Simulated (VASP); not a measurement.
Here is a VASP 6.6.1 calculation.

INCAR

```
  PREC = Accurate
  ENCUT = 520
  EDIFF = 1E-6
  ISMEAR = -1
  SIGMA = 0.05
  LREAL = Auto
  LASPH = T
  NELM = 120
  ALGO = Normal
  ISIF = 2
  LWAVE = F
  LCHARG = F
  GGA = PS
  NBANDS = 164
  NELECT = 254.0
  ISYM = -1
  GGA_COMPAT = F
```

KPOINTS

```
explicit points
1
Reciprocal
  0.25000000   0.25000000   0.25000000 1
```

File POSCAR:

```
Si62N
1.0
   10.8655790000      0.0000000000      0.0000000000
    0.0000000000     10.8655790000      0.0000000000
    0.0000000000      0.0000000000     10.8655790000
Si N
62 1
Direct
    0.0017810000      0.9978720000      0.0018880000
    0.9991640000      0.9990770000      0.4997680000
    0.0010540000      0.4999590000      0.0010560000
    0.9953390000      0.5017660000      0.5032180000
    0.4998020000      0.9995690000      0.9994950000
    0.4962930000      0.0074720000      0.4961480000
    0.5038420000      0.5021890000      0.9945930000
    0.1251070000      0.1258100000      0.1248240000
    0.1302860000      0.1227910000      0.6249130000
    0.1274520000      0.6252450000      0.1267610000
    0.1258430000      0.6266580000      0.6256400000
    0.6255160000      0.1231960000      0.1299270000
    0.6258090000      0.1269820000      0.6255020000
    0.6259790000      0.6267130000      0.1256790000
    0.2503980000      0.2497230000      0.9958550000
    0.2491140000      0.2534500000      0.4971500000
    0.2592080000      0.7463040000      0.9932980000
    0.2601530000      0.7406870000      0.5000140000
    0.7492780000      0.2503330000      0.0045390000
    0.7405200000      0.2611070000      0.5010290000
    0.7526000000      0.7499390000      0.9998630000
    0.7190820000      0.7519680000      0.5383840000
    0.3751600000      0.3768230000      0.1190400000
    0.3902930000      0.3900350000      0.5940600000
    0.3772030000      0.8691770000      0.1277950000
    0.3835340000      0.8730020000      0.6222380000
    0.8694820000      0.3790060000      0.1319580000
    0.8745180000      0.3740610000      0.6300050000
    0.8763220000      0.8732720000      0.1286260000
    0.8729580000      0.8767450000      0.6303940000
    0.2481300000      0.9959930000      0.2480850000
    0.2554000000      0.9957360000      0.7498880000
    0.2509220000      0.4973490000      0.2502120000
    0.2634280000      0.5025660000      0.7378560000
    0.7499550000      0.9953550000      0.2552910000
    0.7544840000      0.0081180000      0.7544860000
    0.7381380000      0.5025780000      0.2633220000
    0.7462180000      0.5044980000      0.7440400000
    0.3698210000      0.1282960000      0.3692750000
    0.3784130000      0.1293760000      0.8688480000
    0.3878280000      0.5951290000      0.3876480000
    0.3962070000      0.6298730000      0.8549590000
    0.8689670000      0.1290300000      0.3781520000
    0.8804010000      0.1301670000      0.8801780000
    0.8555120000      0.6296400000      0.3959840000
    0.8743810000      0.6222270000      0.8741000000
    0.9960010000      0.2494510000      0.2501300000
    0.0055580000      0.2495670000      0.7491520000
    0.9938680000      0.7459050000      0.2586950000
    0.0003770000      0.7499700000      0.7526450000
    0.4978290000      0.2536490000      0.2489080000
    0.5013240000      0.2612120000      0.7400900000
    0.5002990000      0.7406590000      0.2600310000
    0.5376800000      0.7531570000      0.7190330000
    0.1196370000      0.3767740000      0.3742430000
    0.1320330000      0.3791730000      0.8693920000
    0.1277170000      0.8691350000      0.3770480000
    0.1287910000      0.8736770000      0.8762530000
    0.5944680000      0.3902550000      0.3903930000
    0.6305100000      0.3752680000      0.8728370000
    0.6223600000      0.8724470000      0.3840570000
    0.6300220000      0.8771930000      0.8731640000
    0.4699790000      0.4724050000      0.4700260000
```

Potentials or basis: VASP PAW PBE potentials, release 64 (Si, N).

Launch:

```sh
$ cat potpaw_PBE.64/Si/POTCAR potpaw_PBE.64/N/POTCAR > POTCAR
$ mpirun -np 1 vasp_std > vasp.out
```

What does it give for the largest force?

0.054 eV/Å.

Forces in eV/Å, atoms in the order of the input:
```
Si   0.006 -0.002  0.000
Si   0.001  0.001  0.005
Si   0.007 -0.008  0.003
Si  -0.001 -0.002  0.003
Si   0.000 -0.004 -0.006
Si   0.005 -0.002  0.006
Si  -0.001 -0.004  0.002
Si  -0.001  0.005  0.000
Si  -0.004 -0.007 -0.013
Si  -0.002  0.007  0.003
Si  -0.001 -0.002  0.004
Si  -0.007 -0.005 -0.003
Si   0.000 -0.001  0.003
Si   0.001 -0.003 -0.002
Si  -0.001 -0.007 -0.005
Si  -0.005  0.011  0.011
Si   0.001 -0.009 -0.002
Si   0.006 -0.001  0.000
Si   0.017 -0.003  0.010
Si  -0.001  0.000  0.006
Si   0.003  0.005  0.005
Si   0.024  0.004 -0.016
Si  -0.003  0.007 -0.005
Si  -0.033 -0.027  0.031
Si   0.004 -0.001  0.002
Si  -0.001  0.006 -0.021
Si  -0.006  0.011  0.001
Si  -0.011  0.010 -0.029
Si  -0.002 -0.001 -0.005
Si  -0.001 -0.007  0.002
Si   0.002 -0.009 -0.001
Si   0.006  0.007  0.004
Si   0.000 -0.001 -0.001
Si   0.002 -0.005 -0.002
Si  -0.001  0.004  0.006
Si  -0.002 -0.001  0.002
Si  -0.001 -0.004  0.000
Si  -0.021  0.049  0.008
Si  -0.006  0.000 -0.005
Si  -0.004 -0.002 -0.001
Si  -0.007  0.024 -0.006
Si   0.006  0.004  0.001
Si   0.001  0.000 -0.005
Si   0.000  0.003  0.000
Si  -0.001  0.005  0.008
Si   0.003 -0.017 -0.003
Si  -0.002 -0.007  0.003
Si   0.004  0.000  0.026
Si  -0.010 -0.003  0.005
Si   0.000  0.001  0.001
Si   0.011  0.013 -0.003
Si   0.002  0.003 -0.006
Si  -0.003 -0.006  0.011
Si  -0.004 -0.005  0.025
Si  -0.006  0.003  0.002
Si   0.006  0.005 -0.006
Si   0.007 -0.005  0.000
Si  -0.004 -0.002 -0.003
Si   0.012 -0.022 -0.026
Si  -0.006 -0.002 -0.001
Si  -0.008  0.012 -0.007
Si   0.011 -0.006 -0.006
N    0.022 -0.005 -0.009
```

Caveat: the cell carries a net charge on a neutralising background, which shifts energy and pressure; the PAW data sets were made with another functional, which shifts forces and pressure a little.
